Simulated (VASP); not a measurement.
A run of VASP 6.6.1:

File INCAR:

```
SYSTEM = ZnCd3O4
ALGO = Normal
EDIFF = 1E-6
ENCUT = 600
GGA = PE
GGA_COMPAT = .False.
ISIF = 2
ISMEAR = 0
LASPH = .True.
LCHARG = .False.
LREAL = .False.
LWAVE = .False.
NBANDS = 58
NELM = 120
PREC = Accurate
SIGMA = 0.1
```

File KPOINTS:

```
k-points
0
Gamma
  10 10 4
  0 0 0
```

Contents of POSCAR:

```
ZnCd3O4
1.0
    3.4765068426      0.0000000000      0.0000000000
    0.0000000000      3.4765068426      0.0000000000
    0.0000000000      0.0000000000     10.0293092461
Zn Cd O
1 3 4
Direct
    0.5000000000      0.5000000000      0.0000000000
    0.0000000000      0.0000000000      0.7669117806
    0.0000000000      0.0000000000      0.2330882194
    0.5000000000      0.5000000000      0.5000000000
    0.5000000000      0.0000000000      0.9007574675
    0.0000000000      0.5000000000      0.0992425325
    0.5000000000      0.0000000000      0.3665137739
    0.0000000000      0.5000000000      0.6334862261
```

Potentials or basis: VASP PAW PBE potentials, release 64 (Zn, Cd_sv_GW, O).

Launch:

```bash
$ cat potpaw_PBE.64/Zn/POTCAR potpaw_PBE.64/Cd_sv_GW/POTCAR potpaw_PBE.64/O/POTCAR > POTCAR
$ mpirun -np 1 vasp_std > vasp.out
```

Hardware: 1 thread of Intel(R) Xeon(R) Platinum 8259CL CPU @ 2.50GHz (Skylake/Cascade Lake), with other jobs on the host.

Q: Estimate the wall time of this run.

A: Wall time 10 min on 1 thread of Intel(R) Xeon(R) Platinum 8259CL CPU @ 2.50GHz (Skylake/Cascade Lake), with other jobs on the host, peak memory 0.59 GiB. Counts: scf iterations 16, k points 63.
